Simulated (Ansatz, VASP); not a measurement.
## SiC: VASP beside Ansatz

The input INCAR:

```
  PREC = Accurate
  ENCUT = 520
  EDIFF = 1E-7
  ISMEAR = 0
  SIGMA = 0.05
  LREAL = F
  LASPH = T
  NELM = 80
  ALGO = Normal
  ISIF = 2
  LWAVE = F
  LCHARG = F
  GGA = PE
  NBANDS = 16
```

File KPOINTS:

```
Automatic mesh
0
Gamma
  12 12 6
```

File POSCAR:

```
SiC
1.0
    3.0917664073      0.0000000000      0.0000000000
   -1.5458832036      2.6775482513      0.0000000000
    0.0000000000      0.0000000000      5.0740211774
Si C
2 2
Direct
    0.3333333333      0.6666666667      0.0045635313
    0.6666666667      0.3333333333      0.5045635313
    0.2611833113      0.6138491848      0.3607282340
    0.6666666667      0.3333333333      0.8804364687
```

Input for Ansatz:

```yaml
crystal:
  lattice:
    - [3.0917664073, 0.0, 0.0]
    - [-1.5458832036, 2.6775482513, 0.0]
    - [0.0, 0.0, 5.0740211774]
  atoms:
    - { symbol: Si, position: [0.3333333333, 0.6666666667, 0.0045635313] }
    - { symbol: Si, position: [0.6666666667, 0.3333333333, 0.5045635313] }
    - { symbol: C, position: [0.2611833113, 0.6138491848, 0.360728234] }
    - { symbol: C, position: [0.6666666667, 0.3333333333, 0.8804364687] }
basis:
  ecutwfc: 420
kpoints:
  mp_grid: { grid: [12, 12, 6] }
hamiltonian:
  xc: pbe
scf:
  occupations: { method: gaussian, width: 0.05 }
output:
  forces: true
  stress: true
  eigenvalues: true
```

Alike in both runs: task single point; functional PBE; k mesh 12 × 12 × 6; occupations gaussian, width 0.05 eV; no spin polarisation.

```csv
,VASP,Ansatz
version,VASP 6.6.1,Ansatz 0.2.0
potentials or method,"VASP PAW PBE potentials, release 64 (Si, C), cutoff 520 eV","scalar-relativistic, plane waves, PAW"
valence electrons in the cell,16,16
```

```csv
,VASP,Ansatz,Ansatz less VASP
gap on the k mesh at the Fermi level (eV),1.61,1.61,+0.005
least direct gap on the mesh (eV),3.63,3.63,+0.005
pressure (GPa),3.0,3.0,+0.06
"traceless stress, the component that is largest in VASP (GPa)",-5.27,-5.27,-0.002
rms of the force components (eV/Å),1.589,1.589,-0.0002
```

Atom by atom the forces differ by 0.002 eV/Å (rms over components).
